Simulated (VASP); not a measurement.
Here is a VASP 6.6.1 calculation.

The input INCAR:

```
SYSTEM = BaTiO3
PREC = Accurate ; ENCUT = 520
EDIFF = 1E-8 ; ISMEAR = -1
SIGMA = 0.03 ; LREAL = .False.
LASPH = .True. ; NELM = 60
ALGO = Normal ; ISIF = 2
LWAVE = .False. ; LCHARG = .False.
GGA = PE ; LEFG = .True.
NBANDS = 28
```

Contents of KPOINTS:

```
regular mesh
0
Gamma
  7 7 7
  0 0 0
```

The input POSCAR:

```
BaTiO3
1.0
    3.9998000000      0.0000000000      0.0000000000
    0.0000000000      3.9998000000      0.0000000000
    0.0000000000      0.0000000000      4.0180000000
Ba Ti O
1 1 3
Direct
    0.0000000000      0.0000000000      0.0000000000
    0.5000000000      0.5000000000      0.5000000000
    0.5000000000      0.5000000000      0.0000000000
    0.5000000000      0.0000000000      0.5000000000
    0.0000000000      0.5000000000      0.5000000000
```

Potentials or basis: VASP PAW PBE potentials, release 64 (Ba_sv, Ti_sv, O).

Command:

```bash
$ cat potpaw_PBE.64/Ba_sv/POTCAR potpaw_PBE.64/Ti_sv/POTCAR potpaw_PBE.64/O/POTCAR > POTCAR
$ mpirun -np 1 vasp_std > vasp.out
```

**Question.** What does it give for the band gap on the k mesh?

**Answer.** 1.80 eV, indirect (least direct gap 1.88 eV).

**Question.** Predict the pressure.

**Answer.** 3.4 GPa.

Electric field gradients, principal values (V/Å²):
```csv
atom,least,middle,greatest (by size)
1 Ba,-0.383,-0.383,0.766
2 Ti,-1.965,-1.965,3.931
3 O,-13.239,-13.239,26.479
4 O,-11.422,-12.941,24.363
5 O,-11.422,-12.941,24.363
```

Caveat: without QUAD_EFG the Cq values of the log hold for a quadrupole moment of 1 mb, not for the nuclei; spin-orbit coupling is left out, which moves the levels of the heavy elements. A k mesh can miss the band edges.
